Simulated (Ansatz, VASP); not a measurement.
One calculation of SrHf, two programs

```
CELL_PARAMETERS angstrom
1.71095 0.98782 6.01052
-1.71095 0.98782 6.01052
0.00000 -1.97564 6.01052
ATOMIC_POSITIONS crystal
Sr 0.00000 0.00000 0.00000
Hf 0.50000 0.50000 0.50000
```

Alike in both runs: functional PBE; k mesh 6 × 6 × 6; occupations gaussian, width 0.1 eV; no spin polarisation.

Ansatz relaxed the structure, and its values are those at the end. VASP's run is a single point on that final structure, the one shown.

|  | VASP | Ansatz |
| --- | --- | --- |
| version | VASP 6.6.1 | Ansatz 0.2.0 |
| potentials or method | VASP PAW PBE potentials, release 64 (Sr_sv, Hf_pv), cutoff 520 eV | scalar-relativistic, plane waves, PAW |
| valence electrons in the cell | 20 | 36 |

VASP gave:

* gap on the k mesh at the Fermi level (eV): none
* pressure (GPa): 0.0

Q: What did Ansatz give for the same quantities?

A: gap on the k mesh at the Fermi level (eV): none; pressure (GPa): 0.1.

A gap of «none» marks a metal or a gap that the smearing closes. With one functional, cell and mesh, what is left measures potentials, basis and numerics. VASP's potentials hold 20 valence electrons a cell and Ansatz's 36, so a difference there can come from the potentials and not from the codes.

Neither program's run includes spin-orbit coupling.
